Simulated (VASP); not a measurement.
# Sn2Pt (Fm-3m) in VASP: single point with LDA

Aim: the single point of Sn2Pt with LDA.

Program: VASP 6.6.1. These are calculated values, not measurements. Logs are shortened: lines on timing, memory, paths and dates and some standing lists are left out, and cuts for length are marked.

## 1. The cell of the first run

It takes space group Fm-3m (No. 225, cubic). Conventional cell: a = 6.425 Å, b = 6.425 Å, c = 6.425 Å, α = 90.00°, β = 90.00°, γ = 90.00°. Sn (site symmetry -43m) has 4 Pt at 2.78 Å and 6 Sn at 3.21 Å within 3.7 Å. Pt (site symmetry m-3m) has 8 Sn at 2.78 Å within 3.7 Å.

## 2. Single point, LDA

File POSCAR:

```
Sn2Pt
1.0
    0.0000000000      3.2125000000      3.2125000000
    3.2125000000      0.0000000000      3.2125000000
    3.2125000000      3.2125000000      0.0000000000
Sn Pt
2 1
Direct
    0.2500000000      0.2500000000      0.2500000000
    0.7500000000      0.7500000000      0.7500000000
    0.0000000000      0.0000000000      0.0000000000
```

File INCAR.step1:

```
SYSTEM = Sn2Pt
ALGO = Normal
EDIFF = 1E-6
ENCUT = 400
GGA_COMPAT = .False.
ISIF = 2
ISMEAR = -1
LASPH = .True.
LCHARG = .True.
LMAXMIX = 4
LORBIT = 11
LREAL = .False.
LWAVE = .False.
NBANDS = 26
NEDOS = 2001
NELM = 120
PREC = Accurate
SIGMA = 0.05
```

File KPOINTS.step1:

```
k-points
0
Gamma
  6 6 6
  0 0 0
```

File INCAR.step2:

```
SYSTEM = Sn2Pt
ALGO = Normal
EDIFF = 1E-6
ENCUT = 400
GGA_COMPAT = .False.
ICHARG = 11
ISIF = 2
ISMEAR = -5
LASPH = .True.
LCHARG = .False.
LMAXMIX = 4
LORBIT = 11
LREAL = .False.
LWAVE = .False.
NBANDS = 26
NEDOS = 2001
NELM = 120
PREC = Accurate
SIGMA = 0.05
```

File KPOINTS.step2:

```
k-points
0
Gamma
  9 9 9
  0 0 0
```

Potentials or basis: VASP PAW LDA potentials, release 64 (Sn_d, Pt).

Run with:

```bash
cat potpaw_LDA.64/Sn_d/POTCAR potpaw_LDA.64/Pt/POTCAR > POTCAR
cp INCAR.step1 INCAR
cp KPOINTS.step1 KPOINTS
mpirun -np 1 vasp_std > vasp.out
cp INCAR.step2 INCAR
cp KPOINTS.step2 KPOINTS
mpirun -np 1 vasp_std > vasp.out
```

OUTCAR:

```text
SYSTEM = Sn2Pt
   EDIFF = 1E-6
   ENCUT = 400
   ICHARG = 11
   ISIF = 2
   ISMEAR = -5
   LASPH = .True.
   LORBIT = 11
   LREAL = .False.
   NELM = 120
   PREC = Accurate

 ion  position               nearest neighbor table
   1  0.250  0.250  0.250-   3 2.78   3 2.78   3 2.78   3 2.78   2 3.21   2 3.21   2 3.21   2 3.21
                             2 3.21   2 3.21
   2  0.750  0.750  0.750-   3 2.78   3 2.78   3 2.78   3 2.78   1 3.21   1 3.21   1 3.21   1 3.21
                             1 3.21   1 3.21
   3  0.000  0.000  0.000-   2 2.78   2 2.78   2 2.78   1 2.78   1 2.78   1 2.78   2 2.78   1 2.78

  LATTYP: Found a face centered cubic cell.
 ALAT       =     6.4250000000

  Lattice vectors:

 A1 = (   0.0000000000,   3.2125000000,   3.2125000000)
 A2 = (   3.2125000000,   0.0000000000,   3.2125000000)
 A3 = (   3.2125000000,   3.2125000000,   0.0000000000)

Analysis of symmetry for initial positions (statically):
=====================================================================
 Subroutine PRICEL returns:
 Original cell was already a primitive cell.

 Routine SETGRP: Setting up the symmetry group for a
 face centered cubic supercell.

 Subroutine GETGRP returns: Found 48 space group operations
 (whereof 48 operations were pure point group operations)
 out of a pool of 48 trial point group operations.

The static configuration has the point symmetry O_h .

Analysis of symmetry for dynamics (positions and initial velocities):
=====================================================================
 Subroutine PRICEL returns:
 Original cell was already a primitive cell.

 Routine SETGRP: Setting up the symmetry group for a
 face centered cubic supercell.

 Subroutine GETGRP returns: Found 48 space group operations
 (whereof 48 operations were pure point group operations)
 out of a pool of 48 trial point group operations.

The dynamic configuration has the point symmetry O_h .

 Subroutine INISYM returns: Found 48 space group operations
 (whereof 48 operations are pure point group operations),
 and found     1 'primitive' translations

----------------------------------------------------------------------------------------

                                     Primitive cell

  volume of cell :      66.3070

  direct lattice vectors                    reciprocal lattice vectors
     0.000000000  3.212500000  3.212500000    -0.155642023  0.155642023  0.155642023
     3.212500000  0.000000000  3.212500000     0.155642023 -0.155642023  0.155642023
     3.212500000  3.212500000  0.000000000     0.155642023  0.155642023 -0.155642023

  length of vectors
     4.543161069  4.543161069  4.543161069     0.269579892  0.269579892  0.269579892

  position of ions in fractional coordinates (direct lattice)
     0.250000000  0.250000000  0.250000000
     0.750000000  0.750000000  0.750000000
     0.000000000  0.000000000  0.000000000

  ion indices of the primitive-cell ions
   primitive index   ion index
                 1           1
                 2           2
                 3           3

----------------------------------------------------------------------------------------

 KPOINTS: k-points

Automatic generation of k-mesh.
 Grid dimensions read from file:
 generate k-points for:    9    9    9

 Generating k-lattice:

  Cartesian coordinates                     Fractional coordinates (reciprocal lattice)
    -0.017293558  0.017293558  0.017293558     0.111111111  0.000000000  0.000000000
     0.017293558 -0.017293558  0.017293558     0.000000000  0.111111111  0.000000000
     0.017293558  0.017293558 -0.017293558     0.000000000  0.000000000  0.111111111

  Length of vectors
     0.029953321  0.029953321  0.029953321

  Shift w.r.t. Gamma in fractional coordinates (k-lattice)
     0.000000000  0.000000000  0.000000000

 TETIRR: Found    115 inequivalent tetrahedra from     4374

 Subroutine IBZKPT returns following result:
 ===========================================

 Found     35 irreducible k-points:

 Following reciprocal coordinates:
            Coordinates               Weight
  0.000000  0.000000  0.000000      1.000000
  0.111111  0.000000  0.000000      8.000000
  0.222222  0.000000  0.000000      8.000000
  0.333333  0.000000  0.000000      8.000000
  0.444444  0.000000  0.000000      8.000000
  0.111111  0.111111  0.000000      6.000000
[... 16 lines left out ...]
 -0.333333  0.333333  0.000000     12.000000
  0.444444  0.444444  0.000000      6.000000
 [... further k-points ...]
   k-points           NKPTS =     35   k-points in BZ     NKDIM =     35   number of bands    NBANDS=     26
   number of dos      NEDOS =   2001   number of ions     NIONS =      3
   total plane-waves  NPLWV =  27000
   dimension x,y,z NGX =    30 NGY =   30 NGZ =   30
   dimension x,y,z NGXF=    60 NGYF=   60 NGZF=   60
   ions per type =               2   1
   NGX,Y,Z   is equivalent  to a cutoff of  10.98, 10.98, 10.98 a.u.
   NGXF,Y,Z  is equivalent  to a cutoff of  21.96, 21.96, 21.96 a.u.
 SYSTEM =  Sn2Pt
   PREC   = accura    normal or accurate (medium, high low for compatibility)
   ISTART =      0    job   : 0-new  1-cont  2-samecut
   ICHARG =     11    charge: 1-file 2-atom 10-const
   ISPIN  =      1    spin polarized calculation?
   LNONCOLLINEAR =      F non collinear calculations
   LSORBIT =      F    spin-orbit coupling
   LASPH  =      T    aspherical Exc in radial PAW
   ENCUT  =  400.0 eV  29.40 Ry    5.42 a.u.   7.41  7.41  7.41*2*pi/ulx,y,z
   NELM   =    120;   NELMIN=  2; NELMDL=  0     # of ELM steps
   EDIFF  = 0.1E-05   stopping-criterion for ELM
   LREAL  =      F    real-space projection
[... 7 lines left out ...]
   TEBEG  =    0.0;   TEEND  =   0.0 temperature during run
   PSTRESS=    0.0 pullay stress
   NELECT =      38.0000    total number of electrons
   NUPDOWN=      -1.0000    fix difference up-down
   EMIN   =  10.00;   EMAX   =-10.00  energy-range for DOS
   EFERMI =   0.00;   METHOD = LEGACY
   ISMEAR =    -5;   SIGMA  =   0.05  broadening in eV -4-tet -1-fermi 0-gaus
   EFERMI_NEDOS =   21; number of points for ismear=-14 and -15
   IALGO  =     38    algorithm
   IMIX   =      4    mixing-type and parameters
     AMIX     =   0.40;   BMIX     =  1.00
     AMIX_MAG =   1.60;   BMIX_MAG =  1.00
  volume/ion in A,a.u.               =      22.10       149.15
  Fermi-wavevector in a.u.,A,eV,Ry     =   1.359825  2.569696 25.158845  1.849123
  Thomas-Fermi vector in A             =   2.486539
   LORBIT       =     11    0 simple, 1 ext, 2 COOP (PROOUT), +10 PAW based schemes
   GGA     = CA    functional components
   LHFCALC =     F    Hartree Fock is set to
   AEXX    =    0.0000 exact exchange contribution
   IVDW    =     0    specifies the selected vdW correction
   LEPSILON=     F    determine dielectric tensor
   LRPA    =     F    only Hartree local field effects (RPA)
 non-spin polarized calculation
 Fermi weights with tetrahedron method with Bloechl corrections
  energy-cutoff  :      400.00
  volume of cell :       66.31
 maximum number of plane-waves:      1243
 NGX is ok and might be reduce to    30

 number of electron      37.9999985 magnetization

 Free energy of the ion-electron system (eV)
  ---------------------------------------------------
  ext. energy  EPLUGINS =         0.00000000
  ---------------------------------------------------
  free energy    TOTEN  =       -17.88433763 eV

  energy without entropy =      -17.88433763  energy(sigma->0) =      -17.88433763

 E-fermi :   9.3646     XC(G=0): -11.3703

 val. band max:        9.3319559475   @ k =  -0.2222   0.2222   0.0000
 cond. band min:       9.3156572856   @ k =   0.3333   0.0000   0.0000
 fundamental gap:     -0.0162986619
 Fermi energy:         9.3645879854

 k-point     1 :       0.0000    0.0000    0.0000
  band No.  band energies     occupation
      1     -12.4617      2.00000
      2     -12.4617      2.00000
      3     -12.3579      2.00000
      4     -12.3579      2.00000
      5     -12.3579      2.00000
      6     -12.2108      2.00000
[... 18 lines left out ...]
     25      13.3924      0.00000
     26      13.3936      0.00000

 k-point     2 :       0.1111    0.0000    0.0000
  band No.  band energies     occupation
      1     -12.4507      2.00000
      2     -12.4507      2.00000
      3     -12.3561      2.00000
      4     -12.3532      2.00000
      5     -12.3532      2.00000
      6     -12.2149      2.00000
[... 18 lines left out ...]
     25      13.7821      0.00000
     26      13.7821      0.00000

 k-point     3 :       0.2222    0.0000    0.0000
  band No.  band energies     occupation
      1     -12.4192      2.00000
      2     -12.4191      2.00000
      3     -12.3488      2.00000
      4     -12.3398      2.00000
      5     -12.3398      2.00000
      6     -12.2268      2.00000
[... 18 lines left out ...]
     25      14.8051      0.00000
     26      14.8051      0.00000

 k-point     4 :       0.3333    0.0000    0.0000
  band No.  band energies     occupation
      1     -12.3709      2.00000
      2     -12.3709      2.00000
      3     -12.3325      2.00000
      4     -12.3196      2.00000
      5     -12.3196      2.00000
      6     -12.2455      2.00000
[... 18 lines left out ...]
     25      16.0571      0.00000
     26      16.0571      0.00000
[... 496 lines left out ...]
      1     -12.4054      2.00000
      2     -12.3639      2.00000
      3     -12.3455      2.00000
      4     -12.2896      2.00000
      5     -12.2835      2.00000
      6     -12.2750      2.00000
[... 18 lines left out ...]
     25      17.1850      0.00000
     26      18.4326      0.00000

 k-point    23 :      -0.3333    0.3333    0.0000
  band No.  band energies     occupation
      1     -12.3677      2.00000
      2     -12.3606      2.00000
      3     -12.3379      2.00000
      4     -12.3077      2.00000
      5     -12.2966      2.00000
      6     -12.2633      2.00000
[... 18 lines left out ...]
     25      16.3585      0.00000
     26      17.2663      0.00000

 k-point    24 :       0.4444    0.4444    0.0000
  band No.  band energies     occupation
      1     -12.4437      2.00000
      2     -12.3884      2.00000
      3     -12.3331      2.00000
      4     -12.2837      2.00000
      5     -12.2837      2.00000
      6     -12.2732      2.00000
[... 18 lines left out ...]
     25      18.2913      0.00000
     26      18.8593      0.00000

 [... further k-points ...]

------------------------ aborting loop because EDIFF is reached ----------------------------------------

  FORCE on cell =-STRESS in cart. coord.  units (eV):
  Direction    XX          YY          ZZ          XY          YZ          ZX
  --------------------------------------------------------------------------------------
  -------------------------------------------------------------------------------------
  Total       -0.5187068     -0.5187068     -0.5187068      0.0000000     -0.0000000     -0.0000000
  in kB      -12.5335220    -12.5335220    -12.5335220      0.0000000     -0.0000000     -0.0000000
  external PRESSURE =     -12.5335220 kB  Pullay stress =       0.0000000 kB

 VOLUME and BASIS-vectors are now :
 -----------------------------------------------------------------------------
  energy-cutoff  :      400.00
  volume of cell :       66.31
      direct lattice vectors                 reciprocal lattice vectors
     0.000000000  3.212500000  3.212500000    -0.155642023  0.155642023  0.155642023
     3.212500000  0.000000000  3.212500000     0.155642023 -0.155642023  0.155642023
     3.212500000  3.212500000  0.000000000     0.155642023  0.155642023 -0.155642023

 POSITION                                       TOTAL-FORCE (eV/Angst)
 -----------------------------------------------------------------------------------
      1.60625      1.60625      1.60625        -0.000000     -0.000000      0.000000
      4.81875      4.81875      4.81875         0.000000      0.000000     -0.000000
      0.00000      0.00000      0.00000         0.000000     -0.000000     -0.000000
 -----------------------------------------------------------------------------------
    total drift:                                0.000000     -0.000000      0.000000

  FREE ENERGIE OF THE ION-ELECTRON SYSTEM (eV)
  ---------------------------------------------------
  free  energy   TOTEN  =       -17.8843376288 eV

  energy  without entropy=      -17.8843376288  energy(sigma->0) =      -17.88433763

 total charge

# of ion       s       p       d       tot
------------------------------------------
    1        1.185   1.092  10.036  12.313
    2        1.185   1.092  10.036  12.313
    3        0.699   0.612   8.155   9.465
--------------------------------------------------
tot          3.068   2.797  28.226  34.091
```

Wall time 39 s (1 thread of Intel Xeon Platinum 8259CL at 2.50GHz (Skylake/Cascade Lake), shared host); peak memory 0.16 GiB.

What came out:

```
Valence electrons inside the program's atomic spheres : Sn 12.31; Pt 9.46
```

Levels at points of the mesh, in eV from the Fermi level:
```tsv
k point	band 17	band 18	band 19	band 20	band 21	band 22
(0.00, 0.00, 0.00)	-3.00	2.41	2.41	2.41	2.75	2.75
```

Caveat: spin-orbit coupling is left out, which moves the levels of the heavy elements; tetrahedron occupations give inexact forces and stress in metals.
